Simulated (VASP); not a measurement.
Runs of VASP 6.6.1 on AlN. The structure is that of space group P6_3/mmc (No. 194), or close to it. The cells are those of the table. 

| cell | gap on the mesh (eV) | pressure (GPa) |
| --- | --- | --- |
| a = 3.221, b = 3.221, c = 4.073 Å, angles 90.0, 90.0, 120.0°, 4 atoms | 4.51 | 14.7 |
| a = 3.312, b = 3.312, c = 4.188 Å, angles 90.0, 90.0, 120.0°, 4 atoms | 3.86 | (b) |
| a = 3.267, b = 3.267, c = 4.131 Å, angles 90.0, 90.0, 120.0°, 4 atoms | 4.18 | 3.5 |
| a = 3.356, b = 3.356, c = 4.243 Å, angles 90.0, 90.0, 120.0°, 4 atoms | 3.55 | (a) |
| a = 3.174, b = 3.174, c = 4.013 Å, angles 90.0, 90.0, 120.0°, 4 atoms | 4.86 | 28.5 |
| a = 3.398, b = 3.398, c = 4.296 Å, angles 90.0, 90.0, 120.0°, 4 atoms | 3.25 | -19.2 |
| a = 3.440, b = 3.440, c = 4.349 Å, angles 90.0, 90.0, 120.0°, 4 atoms | (c) | -24.2 |

Alike in all rows: task single point; level r2SCAN; potentials or basis VASP PAW PBE potentials, release 64 (Al, N); no spin polarisation; k mesh 12 × 12 × 6; cutoff (eV) 520; smearing gaussian 0.01 eV.

Q: Estimate the missing entries.

A: (a) -13.1; (b) -5.6; (c) 2.97.

Caveats: the PAW data sets were made with another functional, which shifts forces and pressure a little.

A k mesh can miss the band edges.
